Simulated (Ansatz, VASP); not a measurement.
One calculation of MgO, two programs

Contents of INCAR:

```
SYSTEM = MgO
PREC = Accurate
ENCUT = 520
EDIFF = 1E-6
ISMEAR = 0
SIGMA = 0.05
LREAL = .FALSE.
LASPH = .TRUE.
NELM = 80
ALGO = Normal
ISIF = 2
LWAVE = .FALSE.
LCHARG = .TRUE.
GGA = PS
LELF = .TRUE.
LVHAR = .TRUE.
NBANDS = 26
```

Contents of KPOINTS:

```
Automatic mesh
0
G
  9 9 4
  0 0 0
```

The input POSCAR:

```
MgO
1.0
    3.2553371795      0.0000000000      0.0000000000
   -1.6276685897      2.8192046953      0.0000000000
    0.0000000000      0.0000000000     10.4149514991
Mg O
4 4
Direct
    0.3333333333      0.6666666667      0.9695963559
    0.0000000000      0.0000000000      0.2209473890
    0.0000000000      0.0000000000      0.7209473890
    0.6666666667      0.3333333333      0.4695963559
    0.3333333333      0.6666666667      0.7799156657
   -0.0798688387      0.0000000000      0.5919490456
    0.0000000000      0.0000000000      0.0295387694
    0.6666666667      0.3333333333      0.2799156657
```

Input for Ansatz:

```yaml
crystal:
  lattice:
    - [3.2553371795, 0.0, 0.0]
    - [-1.6276685897, 2.8192046953, 0.0]
    - [0.0, 0.0, 10.4149514991]
  atoms:
    - { symbol: Mg, position: [0.3333333333, 0.6666666667, 0.9695963559] }
    - { symbol: Mg, position: [0.0, 0.0, 0.220947389] }
    - { symbol: Mg, position: [0.0, 0.0, 0.720947389] }
    - { symbol: Mg, position: [0.6666666667, 0.3333333333, 0.4695963559] }
    - { symbol: O, position: [0.3333333333, 0.6666666667, 0.7799156657] }
    - { symbol: O, position: [-0.0798688387, 0.0, 0.5919490456] }
    - { symbol: O, position: [0.0, 0.0, 0.0295387694] }
    - { symbol: O, position: [0.6666666667, 0.3333333333, 0.2799156657] }
basis:
  ecutwfc: 420
kpoints:
  mp_grid: { grid: [9, 9, 4] }
hamiltonian:
  xc: pbesol
  pseudopotentials: { kind: paw, azcp: { folder: soft_1 } }
scf:
  occupations: { method: gaussian, width: 0.05 }
output:
  forces: true
  stress: true
  eigenvalues: true
```

Alike in both runs: task single point; functional PBEsol; k mesh 9 × 9 × 4; occupations gaussian, width 0.05 eV; no spin polarisation.

```csv
,VASP,Ansatz
version,VASP 6.6.1,Ansatz 0.2.0
potentials or method,"VASP PAW PBE potentials, release 64 (Mg, O), cutoff 520 eV","scalar-relativistic, plane waves, PAW"
valence electrons in the cell,32,64
```

Ansatz gave:

| Property | Result |
| --- | --- |
| gap on the k mesh at the Fermi level (eV) | 0.86 |
| least direct gap on the mesh (eV) | 0.86 |
| pressure (GPa) | 17.9 |
| traceless stress, the component that is largest in VASP (GPa) | 34.34 |
| rms of the force components (eV/Å) | 8.183 |

Problem. Estimate VASP's values.

Solution. gap on the k mesh at the Fermi level (eV): 0.77; least direct gap on the mesh (eV): 0.77; pressure (GPa): 19.8; traceless stress, the component that is largest in VASP (GPa): 38.20; rms of the force components (eV/Å): 8.980.

VASP's potentials were made for PBE, not for PBEsol, and Ansatz warns of the same on its side. Atom by atom the forces differ by 0.802 eV/Å (rms over components). VASP's potentials hold 32 valence electrons a cell and Ansatz's 64, so a difference there can come from the potentials and not from the codes.
